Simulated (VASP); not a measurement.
Wanted: the native input for a VASP 6.6.1 run.

```
Task                   : single point
Functional             : PBEsol
Potentials or basis    : VASP PAW PBE potentials, release 64 (Ta_pv)
Cutoff                 : 520 eV
k mesh                 : 22 × 22 × 22
Occupations            : gaussian, width 0.15 eV
Spin                   : no spin polarisation
Dipole correction      : no
Further INCAR settings : ALGO = Fast; EDIFF = 1e-07; NBANDS = 12
```

The structure of Ta lies in POSCAR:

```
Ta
1.0
   -1.6767375479      1.6767375479      1.4440063762
    1.6767375479     -1.6767375479      1.4440063762
    1.6767375479      1.6767375479     -1.4440063762
Ta
1
Direct
    0.0000000000      0.0000000000      0.0000000000
```

The input as run:

INCAR

```
SYSTEM = Ta
PREC     = Accurate       ! precision mode
ENCUT    = 520            ! plane-wave cutoff, eV
EDIFF    = 1E-7           ! SCF threshold, eV
ISMEAR   = 0              ! smearing method
SIGMA    = 0.15           ! smearing width, eV
LREAL    = .FALSE.        ! projectors in reciprocal space
LASPH    = .TRUE.         ! aspherical terms in the spheres
NELM     = 100            ! most SCF steps
ALGO     = Fast           ! electronic algorithm
ISIF     = 2              ! what is computed and relaxed
LWAVE    = .FALSE.        ! write WAVECAR
LCHARG   = .FALSE.        ! write CHGCAR
GGA      = PS             ! functional
NBANDS   = 12             ! bands
```

KPOINTS

```
Automatic mesh
0
G
  22 22 22
  0 0 0
```

Potentials or basis: VASP PAW PBE potentials, release 64 (Ta_pv).

Launch:

```console
$ cat potpaw_PBE.64/Ta_pv/POTCAR > POTCAR
$ mpirun -np 1 vasp_std > vasp.out
```

It gave:

* Pressure: 23.4 GPa
* Band gap on the k mesh: zero (an odd number of electrons rules out a gap without spin polarisation)

Caveat: the stress differs along the axes, from 17 to 36 GPa; the PAW data sets were made with another functional, which shifts forces and pressure a little; spin-orbit coupling is left out, which moves the levels of the heavy elements.

It took 3.8 min on 1 thread of Intel Xeon 8259CL, with other jobs on the host, peak memory 0.28 GiB.
